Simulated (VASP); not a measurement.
A run of VASP 6.6.1:

INCAR

```
PREC = Accurate
ENCUT = 520
EDIFF = 1E-6
ISMEAR = 0
SIGMA = 0.1
LREAL = Auto
LASPH = True
NELM = 100
ALGO = Normal
ISIF = 2
LWAVE = False
LCHARG = True
LDIPOL = True
IDIPOL = 3
DIPOL = 0.5 0.5 0.500
GGA = PE
IVDW = 12
LELF = True
LVHAR = True
LVACPOTAV = True
NBANDS = 102
```

KPOINTS

```
regular mesh
0
Gamma
  6 6 1
```

Contents of POSCAR:

```
Cu
1.0
    5.0393684366      0.0000000000      0.0000000000
   -2.5196842183      4.3642210851      0.0000000000
    0.0000000000      0.0000000000     23.1719406477
Cu
16
Direct
    0.3333333333      0.1666666667      0.3668229662
    0.3333333333      0.6666666667      0.3668229662
    0.8333333333      0.1666666667      0.3668229662
    0.8333333333      0.6666666667      0.3668229662
    0.6666666667      0.3333333333      0.4556076554
    0.6666666667      0.8333333333      0.4556076554
    0.1666666667      0.3333333333      0.4556076554
    0.1666666667      0.8333333333      0.4556076554
    0.0000000000      0.5000000000      0.5438695211
    0.0000000000      0.0000000000      0.5438695211
    0.5000000000      0.5000000000      0.5438695211
    0.5000000000      0.0000000000      0.5438695211
    0.3333333333      0.6666666667      0.6328934562
    0.3333333333      0.1666666667      0.6328934562
    0.8333333333      0.6666666667      0.6328934562
    0.8333333333      0.1666666667      0.6328934562
```

Potentials or basis: VASP PAW PBE potentials, release 64 (Cu).

Launch:

```sh
$ cat potpaw_PBE.64/Cu/POTCAR > POTCAR
$ mpirun -np 1 vasp_std > vasp.out
```

Hardware: 1 thread of AMD EPYC 7R43 64-Core Processor (Zen 3) (shared host).

Estimate the wall time of this run.

Wall time 21 min on 1 thread of AMD EPYC 7R43 64-Core Processor (Zen 3), on a shared host, peak memory 0.69 GiB. Counts: scf iterations 28, k points 7.
